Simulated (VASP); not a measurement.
# Rh (Pm-3m) in VASP: notebook, part 3 of 3

VASP 6.6.1.

### Step 4. Relaxation of cell and atoms, r2SCAN

This run uses another cell than the first one, of 14.85 Å³/atom.

File POSCAR:

```
Rh
1.0
    2.4580591709      0.0000000000      0.0000000000
    0.0000000000      2.4580591709      0.0000000000
    0.0000000000      0.0000000000      2.4580591709
Rh
1
Direct
    0.0000000000      0.0000000000      0.0000000000
```

File INCAR.step1:

```
ALGO     = Normal         # electronic algorithm
EDIFF    = 1E-5           # SCF threshold, eV
EDIFFG   = -0.005         # ionic threshold
ENCUT    = 680            # plane-wave cutoff, eV
GGA      = PE             # functional
GGA_COMPAT= False        
IBRION   = 2              # ionic algorithm
ISIF     = 3              # what is computed and relaxed
ISMEAR   = -1             # smearing method
LASPH    = True           # aspherical terms in the spheres
LCHARG   = False          # write CHGCAR
LREAL    = False          # projectors in reciprocal space
LWAVE    = True           # write WAVECAR
NELM     = 120            # most SCF steps
NELMIN   = 4            
NSW      = 100            # ionic steps
PREC     = Accurate       # precision mode
SIGMA    = 0.1            # smearing width, eV
```

File INCAR.step2:

```
ALGO     = Normal         # electronic algorithm
EDIFF    = 1E-7           # SCF threshold, eV
EDIFFG   = -0.01          # ionic threshold
ENCUT    = 680            # plane-wave cutoff, eV
GGA_COMPAT= False        
IBRION   = 2              # ionic algorithm
ISIF     = 3              # what is computed and relaxed
ISMEAR   = -1             # smearing method
ISTART   = 1            
LASPH    = True           # aspherical terms in the spheres
LCHARG   = False          # write CHGCAR
LMIXTAU  = True         
LREAL    = False          # projectors in reciprocal space
LWAVE    = False          # write WAVECAR
METAGGA  = R2SCAN         # meta-GGA
NELM     = 120            # most SCF steps
NELMIN   = 4            
NSW      = 80             # ionic steps
PREC     = Accurate       # precision mode
SIGMA    = 0.1            # smearing width, eV
```

File KPOINTS:

```
k-points
0
Gamma
  13 13 13
```

Potentials or basis: VASP PAW PBE potentials, release 64 (Rh_sv_GW).

Started as:

```console
$ cat potpaw_PBE.64/Rh_sv_GW/POTCAR > POTCAR
$ cp INCAR.step1 INCAR
$ mpirun -np 1 vasp_std > vasp.out
$ cp INCAR.step2 INCAR
$ mpirun -np 1 vasp_std > vasp.out
```

OUTCAR:

```text
EDIFF = 1E-7
   EDIFFG = -0.01
   ENCUT = 680
   IBRION = 2
   ISIF = 3
   ISMEAR = -1
   ISTART = 1
   LASPH = True
   LREAL = False
   METAGGA = R2SCAN
   NELM = 120
   NELMIN = 4
   NSW = 80
   PREC = Accurate

 ion  position               nearest neighbor table
   1  0.000  0.000  0.000-

  LATTYP: Found a simple cubic cell.
 ALAT       =     2.4580591709

  Lattice vectors:

 A1 = (   2.4580591709,   0.0000000000,   0.0000000000)
 A2 = (   0.0000000000,   2.4580591709,   0.0000000000)
 A3 = (   0.0000000000,   0.0000000000,   2.4580591709)

Analysis of symmetry for initial positions (statically):
=====================================================================
 Subroutine PRICEL returns:
 Original cell was already a primitive cell.

 Routine SETGRP: Setting up the symmetry group for a
 simple cubic supercell.

 Subroutine GETGRP returns: Found 48 space group operations
 (whereof 48 operations were pure point group operations)
 out of a pool of 48 trial point group operations.

The static configuration has the point symmetry O_h .

Analysis of symmetry for dynamics (positions and initial velocities):
=====================================================================
 Subroutine PRICEL returns:
 Original cell was already a primitive cell.

 Routine SETGRP: Setting up the symmetry group for a
 simple cubic supercell.

 Subroutine GETGRP returns: Found 48 space group operations
 (whereof 48 operations were pure point group operations)
 out of a pool of 48 trial point group operations.

The dynamic configuration has the point symmetry O_h .

 Subroutine INISYM returns: Found 48 space group operations
 (whereof 48 operations are pure point group operations),
 and found     1 'primitive' translations

----------------------------------------------------------------------------------------

                                     Primitive cell

  volume of cell :      14.8517

  direct lattice vectors                    reciprocal lattice vectors
     2.458059171  0.000000000  0.000000000     0.406825032  0.000000000  0.000000000
     0.000000000  2.458059171  0.000000000     0.000000000  0.406825032  0.000000000
     0.000000000  0.000000000  2.458059171     0.000000000  0.000000000  0.406825032

  length of vectors
     2.458059171  2.458059171  2.458059171     0.406825032  0.406825032  0.406825032

  position of ions in fractional coordinates (direct lattice)
     0.000000000  0.000000000  0.000000000

  ion indices of the primitive-cell ions
   primitive index   ion index
                 1           1

----------------------------------------------------------------------------------------

 KPOINTS: k-points

Automatic generation of k-mesh.
 Grid dimensions read from file:
 generate k-points for:   13   13   13

 Generating k-lattice:

  Cartesian coordinates                     Fractional coordinates (reciprocal lattice)
     0.031294233  0.000000000  0.000000000     0.076923077  0.000000000  0.000000000
[... 42 lines left out ...]
   number of dos      NEDOS =    301   number of ions     NIONS =      1
   total plane-waves  NPLWV =  13824
   dimension x,y,z NGX =    24 NGY =   24 NGZ =   24
   dimension x,y,z NGXF=    48 NGYF=   48 NGZF=   48
   ions per type =               1
   NGX,Y,Z   is equivalent  to a cutoff of  16.23, 16.23, 16.23 a.u.
   NGXF,Y,Z  is equivalent  to a cutoff of  32.46, 32.46, 32.46 a.u.
 SYSTEM =  unknown system
   PREC   = accura    normal or accurate (medium, high low for compatibility)
   ISTART =      1    job   : 0-new  1-cont  2-samecut
   ICHARG =      0    charge: 1-file 2-atom 10-const
   ISPIN  =      1    spin polarized calculation?
   LNONCOLLINEAR =      F non collinear calculations
   LSORBIT =      F    spin-orbit coupling
   LASPH  =      T    aspherical Exc in radial PAW
   ENCUT  =  680.0 eV  49.98 Ry    7.07 a.u.   5.23  5.23  5.23*2*pi/ulx,y,z
   NELM   =    120;   NELMIN=  4; NELMDL=  0     # of ELM steps
   EDIFF  = 0.1E-06   stopping-criterion for ELM
   LREAL  =      F    real-space projection
   EDIFFG = -.1E-01   stopping-criterion for IOM
   NSW    =     80    number of steps for IOM
   IBRION =      2    ionic relax: 0-MD 1-quasi-New 2-CG
   NFREE  =      1    steps in history (QN), initial steepest desc. (CG)
   ISIF   =      3    stress and relaxation
   ISYM   =      2    0-nonsym 1-usesym 2-fastsym
   POTIM  = 0.5000    time-step for ionic-motion
   TEBEG  =    0.0;   TEEND  =   0.0 temperature during run
   PSTRESS=    0.0 pullay stress
   NELECT =      17.0000    total number of electrons
   NUPDOWN=      -1.0000    fix difference up-down
   EMIN   =  10.00;   EMAX   =-10.00  energy-range for DOS
   EFERMI =   0.00;   METHOD = LEGACY
   ISMEAR =    -1;   SIGMA  =   0.10  broadening in eV -4-tet -1-fermi 0-gaus
   EFERMI_NEDOS =   21; number of points for ismear=-14 and -15
   IALGO  =     38    algorithm
   IMIX   =      4    mixing-type and parameters
     AMIX     =   0.40;   BMIX     =  1.00
     AMIX_MAG =   1.60;   BMIX_MAG =  1.00
  volume/ion in A,a.u.               =      14.85       100.22
  Fermi-wavevector in a.u.,A,eV,Ry     =   1.712506  3.236167 39.901497  2.932677
  Thomas-Fermi vector in A             =   2.790422
   LORBIT       =      0    0 simple, 1 ext, 2 COOP (PROOUT), +10 PAW based schemes
   METAGGA = R2SCAN    functional components
   LHFCALC =     F    Hartree Fock is set to
   AEXX    =    0.0000 exact exchange contribution
   IVDW    =     0    specifies the selected vdW correction
   LEPSILON=     F    determine dielectric tensor
   LRPA    =     F    only Hartree local field effects (RPA)
 conjugate gradient relaxation of ions
 non-spin polarized calculation
  energy-cutoff  :      680.00
  volume of cell :       14.85
 maximum number of plane-waves:       619
 NGX is ok and might be reduce to    24
   NGX = 11   NGY = 11   NGZ = 11

--------------------------------------- Ionic step        1  -------------------------------------------

 number of electron      16.9999998 magnetization

 Free energy of the ion-electron system (eV)
  ---------------------------------------------------
  ext. energy  EPLUGINS =         0.00000000
  ---------------------------------------------------
  free energy    TOTEN  =       -22.46355743 eV

  energy without entropy =      -22.41372619  energy(sigma->0) =      -22.43864181

------------------------ aborting loop because EDIFF is reached ----------------------------------------

  FORCE on cell =-STRESS in cart. coord.  units (eV):
  Direction    XX          YY          ZZ          XY          YZ          ZX
  --------------------------------------------------------------------------------------
  -------------------------------------------------------------------------------------
  Total        1.5015676      1.5015676      1.5015676     -0.0000000     -0.0000000     -0.0000000
  in kB      161.9863700    161.9863700    161.9863700     -0.0000000     -0.0000000     -0.0000000
  external PRESSURE =     161.9863700 kB  Pullay stress =       0.0000000 kB
[... 92 lines left out ...]
--------------------------------------- Ionic step        4  -------------------------------------------

 number of electron      17.0000000 magnetization

 Free energy of the ion-electron system (eV)
  ---------------------------------------------------
  ext. energy  EPLUGINS =         0.00000000
  ---------------------------------------------------
  free energy    TOTEN  =       -22.51245955 eV

  energy without entropy =      -22.45694886  energy(sigma->0) =      -22.48470420

 E-fermi :   8.5392     XC(G=0): -13.9084

 val. band max:        8.5170518433   @ k =   0.4615   0.3077   0.1538
 cond. band min:       8.5525939339   @ k =   0.3846   0.2308   0.0000
 fundamental gap:      0.0355420906
 Fermi energy:         8.5391764841

 k-point     1 :       0.0000    0.0000    0.0000
  band No.  band energies     occupation
      1     -72.2171      2.00000
      2     -38.8750      2.00000
      3     -38.8750      2.00000
      4     -38.8750      2.00000
      5       1.6353      2.00000
      6       3.1151      2.00000
      7       3.1151      2.00000
      8       9.3493      0.00061
      9       9.3493      0.00061
     10       9.3493      0.00061
     11      26.2605      0.00000
     12      26.2605      0.00000
[... 331 lines left out ...]
 k-point    24 :       0.3846    0.3077    0.0000
  band No.  band energies     occupation
      1     -72.0714      2.00000
      2     -39.5171      2.00000
      3     -39.3472      2.00000
      4     -38.7681      2.00000
      5       3.7771      2.00000
      6       4.3144      2.00000
      7       7.6110      1.99981
      8       7.6866      1.99960
      9       8.0781      1.98031
     10      10.7104      0.00000
     11      17.5272      0.00000
     12      23.2700      0.00000

 [... further k-points ...]
[... 5 lines left out ...]
  --------------------------------------------------------------------------------------
  -------------------------------------------------------------------------------------
  Total       -0.0075116     -0.0075116     -0.0075116      0.0000000      0.0000000     -0.0000000
  in kB       -0.7573430     -0.7573430     -0.7573430      0.0000000      0.0000000     -0.0000000
  external PRESSURE =      -0.7573430 kB  Pullay stress =       0.0000000 kB
[... 16 lines left out ...]
  FREE ENERGIE OF THE ION-ELECTRON SYSTEM (eV)
  ---------------------------------------------------
  free  energy   TOTEN  =       -22.5124595471 eV

  energy  without entropy=      -22.4569488619  energy(sigma->0) =      -22.48470420

 reached required accuracy - stopping structural energy minimisation
```

Run time: 4 min. Hardware: 1 thread of Intel Xeon Platinum 8488C (Sapphire Rapids), shared host; peak memory 0.18 GiB.

Results:

* Free energy: -22.5125 eV
* Relaxed volume: 15.89 Å³/atom
* Relaxed cell: a = 2.514 Å, b = 2.514 Å, c = 2.514 Å, α = 90.00°, β = 90.00°, γ = 90.00°
* Space group after relaxing (to 0.1 Å): Pm-3m (No. 221)
* Energy gained by relaxing: 48.9 meV/atom
* Ionic steps: 4
* Pressure after relaxing: -0.1 GPa
* Band gap on the k mesh: zero (an odd number of electrons rules out a gap without spin polarisation)

The path:
```tsv
step	energy change (eV)	largest force (eV/Å)	pressure (GPa)	volume (Å³)
1	0.0000	0.0000	16.20	14.85
2	0.1323	0.0000	-20.89	18.32
3	-0.0488	0.0000	-0.72	15.94
4	-0.0489	0.0000	-0.08	15.89
```

Final structure:
```
CELL_PARAMETERS angstrom
2.51411 0.00000 0.00000
0.00000 2.51411 0.00000
0.00000 0.00000 2.51411
ATOMIC_POSITIONS crystal
Rh 0.00000 0.00000 0.00000
```

Caveat: the PAW data sets were made with another functional, which shifts forces and pressure a little.

### Step 5. Overview

```csv
task,cell,k mesh,gap on the mesh (eV),pressure (GPa)
single point,"a = 2.445 Å, 1 atom",14 × 14 × 14,none,20.6
single point,"a = 2.480 Å, 1 atom",14 × 14 × 14,none,9.0
relaxation of cell and atoms,"relaxed from a = 2.458 Å, 1 atom",13 × 13 × 13,none,-0.1
```

Alike in all rows: level r2SCAN; potentials or basis VASP PAW PBE potentials, release 64 (Rh_sv_GW); no spin polarisation; cutoff (eV) 680; smearing fermi-dirac 0.1 eV.

Caveats: the PAW data sets were made with another functional, which shifts forces and pressure a little; the cell stands under pressure (at least some runs).

Absolute energies hang on the potentials; compare differences alone.

The gap in the log of VASP goes by the Fermi energy; the results here count the filled bands.